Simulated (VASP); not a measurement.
# Os (P6/mmm) in VASP: relaxation of cell and atoms with r2SCAN

Aim: the relaxation of cell and atoms of Os with r2SCAN.

Program: VASP 6.6.1. These are calculated values, not measurements. Logs are shortened: lines on timing, memory, paths and dates and some standing lists are left out, and cuts for length are marked.

**1. The cell of the first run**

Symmetry: P6/mmm, No. 191, hexagonal system. Conventional cell: a = 4.292 Å, b = 4.292 Å, c = 2.631 Å, α = 90.00°, β = 90.00°, γ = 120.00°. Os (site symmetry 6/mmm) has 14 Os at 2.63 to 2.81 Å within 3.5 Å. Os (site symmetry -6m2) has 11 Os at 2.48 to 2.81 Å within 3.3 Å.

This isn't the form of Os at room conditions, which is hcp.

**2. Relaxation of cell and atoms, r2SCAN**

POSCAR

```
Os
1.0
    4.2920416892      0.0000000000      0.0000000000
   -2.1460208446      3.7170171370      0.0000000000
    0.0000000000      0.0000000000      2.6310215555
Os
3
Direct
    0.0000000000      0.0000000000      0.0000000000
    0.3333333333      0.6666666667      0.5000000000
    0.6666666667      0.3333333333      0.5000000000
```

INCAR.step1

```
  PREC = Accurate
  ENCUT = 600
  ISMEAR = -1
  SIGMA = 0.1
  LREAL = False
  LASPH = True
  NELM = 100
  GGA = PE
  ALGO = Normal
  EDIFF = 1E-4
  LWAVE = True
  LCHARG = False
```

INCAR.step2

```
  PREC = Accurate
  ENCUT = 600
  EDIFF = 1E-7
  ISMEAR = -1
  SIGMA = 0.1
  LREAL = False
  LASPH = True
  NELM = 100
  ALGO = Normal
  ISIF = 3
  LWAVE = False
  LCHARG = False
  METAGGA = R2SCAN
  LMIXTAU = True
  IBRION = 2
  NSW = 80
  EDIFFG = -0.01
  ISTART = 1
```

KPOINTS

```
regular mesh
0
Gamma
  9 9 12
```

Potentials or basis: VASP PAW PBE potentials, release 64 (Os).

On the command line:

```console
cat potpaw_PBE.64/Os/POTCAR > POTCAR
cp INCAR.step1 INCAR
mpirun -np 1 vasp_std > vasp.out
cp INCAR.step2 INCAR
mpirun -np 1 vasp_std > vasp.out
```

OUTCAR:

```text
PREC = Accurate
   ENCUT = 600
   EDIFF = 1E-7
   ISMEAR = -1
   LREAL = False
   LASPH = True
   NELM = 100
   ISIF = 3
   METAGGA = R2SCAN
   IBRION = 2
   NSW = 80
   EDIFFG = -0.01
   ISTART = 1

 ion  position               nearest neighbor table
   1  0.000  0.000  0.000-   2 2.81   3 2.81   2 2.81   3 2.81   3 2.81   3 2.81   2 2.81   2 2.81
                             3 2.81   3 2.81   2 2.81   2 2.81
   2  0.333  0.667  0.500-   3 2.48   3 2.48   3 2.48   1 2.81   1 2.81   1 2.81   1 2.81   1 2.81
                             1 2.81
   3  0.667  0.333  0.500-   2 2.48   2 2.48   2 2.48   1 2.81   1 2.81   1 2.81   1 2.81   1 2.81
                             1 2.81

  LATTYP: Found a hexagonal cell.
 ALAT       =     4.2920416892
 C/A-ratio  =     0.6130000000

  Lattice vectors:

 A1 = (   4.2920416892,   0.0000000000,   0.0000000000)
 A2 = (  -2.1460208446,   3.7170171370,   0.0000000000)
 A3 = (   0.0000000000,   0.0000000000,   2.6310215555)

Analysis of symmetry for initial positions (statically):
=====================================================================
 Subroutine PRICEL returns:
 Original cell was already a primitive cell.

 Routine SETGRP: Setting up the symmetry group for a
 hexagonal supercell.

 Subroutine GETGRP returns: Found 24 space group operations
 (whereof 24 operations were pure point group operations)
 out of a pool of 24 trial point group operations.

The static configuration has the point symmetry D_6h.

Analysis of symmetry for dynamics (positions and initial velocities):
=====================================================================
 Subroutine PRICEL returns:
 Original cell was already a primitive cell.

 Routine SETGRP: Setting up the symmetry group for a
 hexagonal supercell.

 Subroutine GETGRP returns: Found 24 space group operations
 (whereof 24 operations were pure point group operations)
 out of a pool of 24 trial point group operations.

The dynamic configuration has the point symmetry D_6h.

 Subroutine INISYM returns: Found 24 space group operations
 (whereof 24 operations are pure point group operations),
 and found     1 'primitive' translations

----------------------------------------------------------------------------------------

                                     Primitive cell

  volume of cell :      41.9742

  direct lattice vectors                    reciprocal lattice vectors
     4.292041689  0.000000000  0.000000000     0.232989349  0.134516463  0.000000000
    -2.146020845  3.717017137  0.000000000     0.000000000  0.269032927  0.000000000
     0.000000000  0.000000000  2.631021555     0.000000000  0.000000000  0.380080504

  length of vectors
     4.292041689  4.292041689  2.631021555     0.269032927  0.269032927  0.380080504

  position of ions in fractional coordinates (direct lattice)
     0.000000000  0.000000000  0.000000000
     0.333333333  0.666666667  0.500000000
     0.666666667  0.333333333  0.500000000

  ion indices of the primitive-cell ions
   primitive index   ion index
                 1           1
                 2           2
                 3           3

----------------------------------------------------------------------------------------

 KPOINTS: regular mesh

Automatic generation of k-mesh.
 Grid dimensions read from file:
 generate k-points for:    9    9   12

 Generating k-lattice:

  Cartesian coordinates                     Fractional coordinates (reciprocal lattice)
     0.025887705  0.014946274  0.000000000     0.111111111 -0.000000000  0.000000000
     0.000000000  0.029892547  0.000000000     0.000000000  0.111111111  0.000000000
     0.000000000  0.000000000  0.031673375     0.000000000  0.000000000  0.083333333

  Length of vectors
     0.029892547  0.029892547  0.031673375

  Shift w.r.t. Gamma in fractional coordinates (k-lattice)
     0.000000000  0.000000000  0.000000000

 Subroutine IBZKPT returns following result:
 ===========================================

 Found     84 irreducible k-points:

 Following reciprocal coordinates:
            Coordinates               Weight
  0.000000  0.000000  0.000000      1.000000
  0.111111 -0.000000  0.000000      6.000000
  0.222222  0.000000  0.000000      6.000000
  0.333333  0.000000  0.000000      6.000000
  0.444444  0.000000  0.000000      6.000000
  0.111111  0.111111  0.000000      6.000000
[... 16 lines left out ...]
  0.333333  0.222222  0.083333     24.000000
  0.333333  0.333333  0.083333      4.000000
 [... further k-points ...]
   k-points           NKPTS =     84   k-points in BZ     NKDIM =     84   number of bands    NBANDS=     16
   number of dos      NEDOS =    301   number of ions     NIONS =      3
   total plane-waves  NPLWV =  31104
   dimension x,y,z NGX =    36 NGY =   36 NGZ =   24
   dimension x,y,z NGXF=    72 NGYF=   72 NGZF=   48
   ions per type =               3
   NGX,Y,Z   is equivalent  to a cutoff of  13.94, 13.94, 15.16 a.u.
   NGXF,Y,Z  is equivalent  to a cutoff of  27.89, 27.89, 30.33 a.u.
 SYSTEM =  unknown system
   PREC   = accura    normal or accurate (medium, high low for compatibility)
   ISTART =      1    job   : 0-new  1-cont  2-samecut
   ICHARG =      0    charge: 1-file 2-atom 10-const
   ISPIN  =      1    spin polarized calculation?
   LNONCOLLINEAR =      F non collinear calculations
   LSORBIT =      F    spin-orbit coupling
   LASPH  =      T    aspherical Exc in radial PAW
   ENCUT  =  600.0 eV  44.10 Ry    6.64 a.u.   8.57  8.57  5.25*2*pi/ulx,y,z
   NELM   =    100;   NELMIN=  2; NELMDL=  0     # of ELM steps
   EDIFF  = 0.1E-06   stopping-criterion for ELM
   LREAL  =      F    real-space projection
   EDIFFG = -.1E-01   stopping-criterion for IOM
   NSW    =     80    number of steps for IOM
   IBRION =      2    ionic relax: 0-MD 1-quasi-New 2-CG
   NFREE  =      1    steps in history (QN), initial steepest desc. (CG)
   ISIF   =      3    stress and relaxation
   ISYM   =      2    0-nonsym 1-usesym 2-fastsym
   POTIM  = 0.5000    time-step for ionic-motion
   TEBEG  =    0.0;   TEEND  =   0.0 temperature during run
   PSTRESS=    0.0 pullay stress
   NELECT =      24.0000    total number of electrons
   NUPDOWN=      -1.0000    fix difference up-down
   EMIN   =  10.00;   EMAX   =-10.00  energy-range for DOS
   EFERMI =   0.00;   METHOD = LEGACY
   ISMEAR =    -1;   SIGMA  =   0.10  broadening in eV -4-tet -1-fermi 0-gaus
   EFERMI_NEDOS =   21; number of points for ismear=-14 and -15
   IALGO  =     38    algorithm
   IMIX   =      4    mixing-type and parameters
     AMIX     =   0.40;   BMIX     =  1.00
     AMIX_MAG =   1.60;   BMIX_MAG =  1.00
  volume/ion in A,a.u.               =      13.99        94.42
  Fermi-wavevector in a.u.,A,eV,Ry     =   1.358786  2.567733 25.120415  1.846298
  Thomas-Fermi vector in A             =   2.485589
   LORBIT       =      0    0 simple, 1 ext, 2 COOP (PROOUT), +10 PAW based schemes
   METAGGA = R2SCAN    functional components
   LHFCALC =     F    Hartree Fock is set to
   AEXX    =    0.0000 exact exchange contribution
   IVDW    =     0    specifies the selected vdW correction
   LEPSILON=     F    determine dielectric tensor
   LRPA    =     F    only Hartree local field effects (RPA)
 conjugate gradient relaxation of ions
 non-spin polarized calculation
  energy-cutoff  :      600.00
  volume of cell :       41.97
 maximum number of plane-waves:      1432
 NGX is ok and might be reduce to    36
   NGX = 17   NGY = 17   NGZ = 11

--------------------------------------- Ionic step        1  -------------------------------------------

 number of electron      24.0000001 magnetization

 Free energy of the ion-electron system (eV)
  ---------------------------------------------------
  ext. energy  EPLUGINS =         0.00000000
  ---------------------------------------------------
  free energy    TOTEN  =      -157.86495462 eV

  energy without entropy =     -157.78747438  energy(sigma->0) =     -157.82621450

------------------------ aborting loop because EDIFF is reached ----------------------------------------

  FORCE on cell =-STRESS in cart. coord.  units (eV):
  Direction    XX          YY          ZZ          XY          YZ          ZX
  --------------------------------------------------------------------------------------
  -------------------------------------------------------------------------------------
  Total        2.0073304      2.0073304      6.2243532      0.0000000      0.0000000      0.0000000
  in kB       76.6207770     76.6207770    237.5865832      0.0000000      0.0000000      0.0000000
  external PRESSURE =     130.2760457 kB  Pullay stress =       0.0000000 kB
[... 281 lines left out ...]
  energy  without entropy=     -157.8712600062  energy(sigma->0) =     -157.91231637

--------------------------------------- Ionic step        9  -------------------------------------------

 number of electron      24.0000003 magnetization

 Free energy of the ion-electron system (eV)
  ---------------------------------------------------
  ext. energy  EPLUGINS =         0.00000000
  ---------------------------------------------------
  free energy    TOTEN  =      -157.95346498 eV

  energy without entropy =     -157.87148821  energy(sigma->0) =     -157.91247660

 E-fermi :   9.0382     XC(G=0): -15.1530

 val. band max:        9.0271204698   @ k =   0.3333   0.0000   0.0833
 cond. band min:       9.0383968857   @ k =   0.2222   0.2222   0.2500
 fundamental gap:      0.0112764158
 Fermi energy:         9.0381861780

 k-point     1 :       0.0000    0.0000    0.0000
  band No.  band energies     occupation
      1      -2.3235      2.00000
      2       1.6650      2.00000
      3       4.4519      2.00000
      4       4.6351      2.00000
      5       4.6351      2.00000
      6       4.6884      2.00000
[... 8 lines left out ...]
     15      11.4826      0.00000
     16      11.4826      0.00000
[... 420 lines left out ...]
  band No.  band energies     occupation
      1       0.6442      2.00000
      2       1.4388      2.00000
      3       1.4388      2.00000
      4       4.0417      2.00000
      5       4.0417      2.00000
      6       4.7294      2.00000
[... 8 lines left out ...]
     15      10.3923      0.00000
     16      10.8250      0.00000

 [... further k-points ...]

------------------------ aborting loop because EDIFF is reached ----------------------------------------

  FORCE on cell =-STRESS in cart. coord.  units (eV):
  Direction    XX          YY          ZZ          XY          YZ          ZX
  --------------------------------------------------------------------------------------
  -------------------------------------------------------------------------------------
  Total        0.0078555      0.0078555      0.0021062      0.0000000     -0.0000000     -0.0000000
  in kB        0.2905763      0.2905763      0.0779095      0.0000000     -0.0000000     -0.0000000
  external PRESSURE =       0.2196873 kB  Pullay stress =       0.0000000 kB
[... 18 lines left out ...]
  FREE ENERGIE OF THE ION-ELECTRON SYSTEM (eV)
  ---------------------------------------------------
  free  energy   TOTEN  =      -157.9534649823 eV

  energy  without entropy=     -157.8714882120  energy(sigma->0) =     -157.91247660

 reached required accuracy - stopping structural energy minimisation
```

Wall time 19 min (1 thread of AMD EPYC 9R45 (Zen 5), shared host); peak memory 0.2 GiB.

What came out:

```yaml
Free_energy: -157.9535 eV
Relaxed_volume: 14.44 Å³/atom
Relaxed_cell: a = 4.298 Å, b = 4.298 Å, c = 2.707 Å, α = 90.00°, β = 90.00°, γ = 120.00°
Space_group_after_relaxing_to_0.1_Å: P6/mmm (No. 191)
Energy_gained_by_relaxing: 29.5 meV/atom
Ionic_steps: 9
Pressure_after_relaxing: 0.0 GPa
Band_gap_on_the_k_mesh: zero (bands 12 and 13 overlap by 3.03 eV)
```

The path:
| step | energy change (eV) | largest force (eV/Å) | pressure (GPa) | volume (Å³) |
| --- | --- | --- | --- | --- |
| 1 | 0.0000 | 0.0000 | 13.03 | 41.97 |
| 2 | 0.7041 | 0.0000 | -36.46 | 49.20 |
| 3 | -0.0786 | 0.0000 | -3.04 | 43.61 |
| 4 | -0.0790 | 0.0000 | -2.11 | 43.50 |
| 5 | -0.0638 | 0.0000 | 4.25 | 42.98 |
| 6 | -0.0885 | 0.0000 | 0.12 | 43.30 |
| 7 | -0.0885 | 0.0000 | 0.17 | 43.30 |
| 8 | -0.0884 | 0.0000 | -0.49 | 43.37 |
| 9 | -0.0885 | 0.0000 | 0.02 | 43.31 |

Final structure:
```yaml
crystal:
  lattice:
    - [4.29832, 0.00000, 0.00000]
    - [-2.14916, 3.72246, 0.00000]
    - [0.00000, 0.00000, 2.70705]
  atoms:
    - { symbol: Os, position: [0.00000, 0.00000, 0.00000] }
    - { symbol: Os, position: [0.33333, 0.66667, 0.50000] }
    - { symbol: Os, position: [0.66667, 0.33333, 0.50000] }
```

Caveat: the PAW data sets were made with another functional, which shifts forces and pressure a little; spin-orbit coupling is left out, which moves the levels of the heavy elements.
